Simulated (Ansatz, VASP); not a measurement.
# One calculation of CdS, two programs

File POSCAR:

```
CdS
1.0
    4.2611695877      0.0000000000      0.0000000000
   -2.1305847939      3.6902811128      0.0000000000
    0.0000000000      0.0000000000      5.8041729400
Cd S
1 1
Direct
    0.0000000000      0.0000000000      0.4426919200
    0.6666666667      0.3333333333      0.4343080800
```

File INCAR.step1:

```
SYSTEM = CdS
PREC = Accurate
ENCUT = 520
ISMEAR = -1
SIGMA = 0.05
LREAL = .False.
LASPH = .True.
NELM = 100
NBANDS = 16
GGA = PE
ALGO = Normal
EDIFF = 1E-4
LWAVE = .True.
LCHARG = .False.
```

INCAR.step2

```
SYSTEM = CdS
PREC = Accurate
ENCUT = 520
EDIFF = 1E-6
ISMEAR = -1
SIGMA = 0.05
LREAL = .False.
LASPH = .True.
NELM = 100
ALGO = Normal
ISIF = 2
LWAVE = .False.
LCHARG = .True.
METAGGA = R2SCAN
LMIXTAU = .True.
LELF = .True.
LVHAR = .True.
NBANDS = 16
ISTART = 1
```

KPOINTS

```
regular mesh
0
Gamma
  7 7 5
  0 0 0
```

Contents of input.yaml:

```yaml
crystal:
  lattice:
    - [4.2611695877, 0.0, 0.0]
    - [-2.1305847939, 3.6902811128, 0.0]
    - [0.0, 0.0, 5.80417294]
  atoms:
    - { symbol: Cd, position: [0.0, 0.0, 0.44269192] }
    - { symbol: S, position: [0.6666666667, 0.3333333333, 0.43430808] }
hamiltonian:
  xc: r2scan
  pseudopotentials: { kind: paw }
kpoints:
  mp_grid: { grid: [7, 7, 5] }
  band_path:
    path:
      - [[0.0, 0.0, 0.0], [0.5, 0.0, 0.0], [0.3333333333, 0.3333333333, 0.0], [0.0, 0.0, 0.0], [0.0, 0.0, 0.5], [0.5, 0.0, 0.5], [0.3333333333, 0.3333333333, 0.5], [0.0, 0.0, 0.5]]
      - [[0.5, 0.0, 0.5], [0.5, 0.0, 0.0]]
      - [[0.3333333333, 0.3333333333, 0.0], [0.3333333333, 0.3333333333, 0.5]]
    npoints: 14
scf:
  occupations: { method: fermi_dirac, width: 0.05 }
  n_extra_bands: 6
output:
  forces: true
  stress: true
  eigenvalues: true
  fatbands: true
```

Alike in both runs: functional r2SCAN; k mesh 7 × 7 × 5; occupations fermi-dirac, width 0.05 eV; no spin polarisation.

|  | VASP | Ansatz |
| --- | --- | --- |
| version | VASP 6.6.1 | Ansatz 0.2.0 |
| potentials or method | VASP PAW PBE potentials, release 64 (Cd, S) | Ansatz PAW |
| plane-wave cutoff (eV) | 520 | 500 |
| valence electrons in the cell | 18 | 26 |
| task | single point | band structure |

|  | VASP | Ansatz | Ansatz less VASP |
| --- | --- | --- | --- |
| gap on the k mesh at the Fermi level (eV) | 1.90 | 1.91 | +0.005 |
| least direct gap on the mesh (eV) | 1.91 | 1.91 | +0.005 |
| pressure (GPa) | -0.7 | -0.8 | -0.16 |
| traceless stress, the component that is largest in VASP (GPa) | 0.59 | 0.76 | +0.171 |
| rms of the force components (eV/Å) | 0.008 | 0.009 | +0.0016 |

VASP's potentials were made for PBE, not for r2SCAN. Atom by atom the forces differ by 0.002 eV/Å (rms over components). VASP's potentials hold 18 valence electrons a cell and Ansatz's 26, so a difference there can come from the potentials and not from the codes.
